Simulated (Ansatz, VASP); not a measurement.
# Re: VASP beside Ansatz

File INCAR:

```
  PREC = Accurate
  ENCUT = 520
  EDIFF = 1E-7
  ISMEAR = -1
  SIGMA = 0.08
  LREAL = F
  LASPH = T
  NELM = 80
  ALGO = Normal
  ISIF = 2
  LWAVE = F
  LCHARG = F
  GGA = PE
  NBANDS = 10
```

Contents of KPOINTS:

```
regular mesh
0
Gamma
  15 15 15
```

Contents of POSCAR:

```
Re
1.0
    2.4706808905      0.0000000000      0.0000000000
    0.0000000000      2.4706808905      0.0000000000
    0.0000000000      0.0000000000      2.4706808905
Re
1
Direct
    0.0000000000      0.0000000000      0.0000000000
```

Input for Ansatz:

```yaml
crystal:
  lattice:
    - [2.4706808905, 0.0, 0.0]
    - [0.0, 2.4706808905, 0.0]
    - [0.0, 0.0, 2.4706808905]
  atoms:
    - { symbol: Re, position: [0.0, 0.0, 0.0] }
kpoints:
  mp_grid: { grid: [15, 15, 15] }
scf:
  occupations: { method: fermi_dirac, width: 0.08 }
hamiltonian:
  xc: pbe
  pseudopotentials: { kind: all_electron, lapw: { basis_error: 0.001 } }
output:
  forces: true
  stress: true
  eigenvalues: true
  populations: true
```

Change from the starting cell: volume scaled by 0.88, LAPW.

Alike in both runs: task single point; functional PBE; k mesh 15 × 15 × 15; occupations fermi-dirac, width 0.08 eV; no spin polarisation.

|  | VASP | Ansatz |
| --- | --- | --- |
| version | VASP 6.6.1 | Ansatz 0.2.0 |
| potentials or method | VASP PAW PBE potentials, release 64 (Re), cutoff 520 eV | all-electron LAPW, scalar-relativistic |

Ansatz gave:

| Item | Value |
| --- | --- |
| pressure (GPa) | 43.3 |

Estimate VASP's values.

pressure (GPa): 42.2.

Both programs put the cell under a high pressure, so it lies far from rest at this level. Ansatz ran all-electron here, and VASP with PAW potentials.

Spin-orbit coupling is off throughout.
